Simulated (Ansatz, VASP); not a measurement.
**Two plane-wave programs on GdO**

Contents of INCAR:

```
SYSTEM = GdO
ALGO = Normal
EDIFF = 1E-7
ENCUT = 520
GGA = PE
GGA_COMPAT = .False.
ISIF = 2
ISMEAR = 0
LASPH = .True.
LCHARG = .False.
LMAXMIX = 6
LNONCOLLINEAR = .True.
LORBIT = 11
LORBMOM = .True.
LREAL = .False.
LSORBIT = .True.
LWAVE = .False.
MAGMOM = 0 0 7.35 0 0 0
NBANDS = 36
NELM = 150
PREC = Accurate
SIGMA = 0.05
```

File KPOINTS:

```
k-points
0
Gamma
  12 12 12
  0 0 0
```

The input POSCAR:

```
GdO
1.0
    0.0000000000      2.6924209023      2.6924209023
    2.6924209023      0.0000000000      2.6924209023
    2.6924209023      2.6924209023      0.0000000000
Gd O
1 1
Direct
    0.0000000000      0.0000000000      0.0000000000
    0.2500000000      0.2500000000      0.2500000000
```

Input for Ansatz:

```yaml
crystal:
  lattice:
    - [0.0, 2.6924209023, 2.6924209023]
    - [2.6924209023, 0.0, 2.6924209023]
    - [2.6924209023, 2.6924209023, 0.0]
  atoms:
    - { symbol: Gd, position: [0.0, 0.0, 0.0], spin: 7.35, spin_axis: [0.0, 0.0, 1.0] }
    - { symbol: O, position: [0.25, 0.25, 0.25] }
basis:
  ecutwfc: 420
  ecutrho_ratio: 4
kpoints:
  mp_grid: { grid: [12, 12, 12] }
hamiltonian:
  xc: pbe
scf:
  occupations: { method: gaussian, width: 0.05 }
output:
  forces: true
  stress: true
  eigenvalues: true
  populations: true
  hubbard: { sites: [{ species: Gd, l: f }] }
magnetization:
  noncollinear: true
  spin_orbit: true
```

Alike in both runs: task single point; functional PBE; k mesh 12 × 12 × 12; occupations gaussian, width 0.05 eV; non-collinear spin, spin-orbit coupling.

|  | VASP | Ansatz |
| --- | --- | --- |
| version | VASP 6.6.1 | Ansatz 0.2.0 |
| potentials or method | VASP PAW PBE potentials, release 64 (Gd, O), cutoff 520 eV | plane waves, PAW |
| valence electrons in the cell | 24 | 24 |

```tsv
	VASP	Ansatz	Ansatz less VASP
pressure (GPa)	0.2	0.0	-0.23
net moment per atom (μB)	3.75	3.76	+0.002
```

With one functional, cell and mesh, what is left measures potentials, basis and numerics. Ansatz's warnings: stress scf threshold loose.
